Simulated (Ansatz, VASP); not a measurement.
# TaC: VASP beside Ansatz

```xyz
2
Lattice="0.0000 2.2376 2.2376 2.2376 0.0000 2.2376 2.2376 2.2376 0.0000" Properties=species:S:1:pos:R:3 pbc="T T T"
Ta    0.0000    0.0000    0.0000
C     2.2376    2.2376    2.2376
```

Alike in both runs: functional PBE; k mesh 16 × 16 × 16; occupations gaussian, width 0.1 eV; no spin polarisation.

Ansatz relaxed the structure, and its values are those at the end. VASP's run is a single point on that final structure, the one shown.

|  | VASP | Ansatz |
| --- | --- | --- |
| version | VASP 6.6.1 | Ansatz 0.2.0 |
| potentials or method | VASP PAW PBE potentials, release 64 (Ta_pv, C), cutoff 520 eV | scalar-relativistic, plane waves, PAW |
| valence electrons in the cell | 15 | 17 |

```csv
,VASP,Ansatz,Ansatz less VASP
gap on the k mesh at the Fermi level (eV),none,none,-
pressure (GPa),0.7,0.0,-0.67
```

A gap of «none» marks a metal or a gap that the smearing closes. The functional is the same, so the differences come from potentials, cutoffs and numerics. VASP's potentials hold 15 valence electrons a cell and Ansatz's 17, so a difference there can come from the potentials and not from the codes.

Spin-orbit coupling is off throughout.
